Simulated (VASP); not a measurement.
Crystal: CdSe (Cadmoselite).

```
CELL_PARAMETERS angstrom
4.35659 0.00000 0.00000
-2.17829 3.77291 0.00000
0.00000 0.00000 7.11238
ATOMIC_POSITIONS crystal
Cd 0.66667 0.33333 0.50000
Cd 0.33333 0.66667 0.00000
Se 0.66667 0.33333 0.88500
Se 0.33333 0.66667 0.38500
```

Base run:

| Property | Result |
| --- | --- |
| Program | VASP 6.6.1 |
| Functional | r2SCAN |
| Potentials or basis | VASP PAW PBE potentials, release 64 (Cd, Se) |
| Cutoff | 520 eV |
| k mesh | 7 × 7 × 4 |
| Occupations | fermi-dirac, width 0.05 eV |
| Spin | no spin polarisation |

Its results: band gap on the k mesh 1.09 eV, direct; pressure -0.3 GPa; largest force 0.246 eV/Å.

Question: The run is repeated on the same cell with these changes: functional from r2SCAN to PBEsol. What comes out?

Answer: Band gap on the k mesh 0.50 eV, direct; pressure -1.4 GPa; largest force 0.236 eV/Å.

r2SCAN gives the wider gap, since meta-GGAs in the generalised Kohn-Sham scheme recover part of the derivative discontinuity.

Caveats: the PAW data sets were made with another functional, which shifts forces and pressure a little.

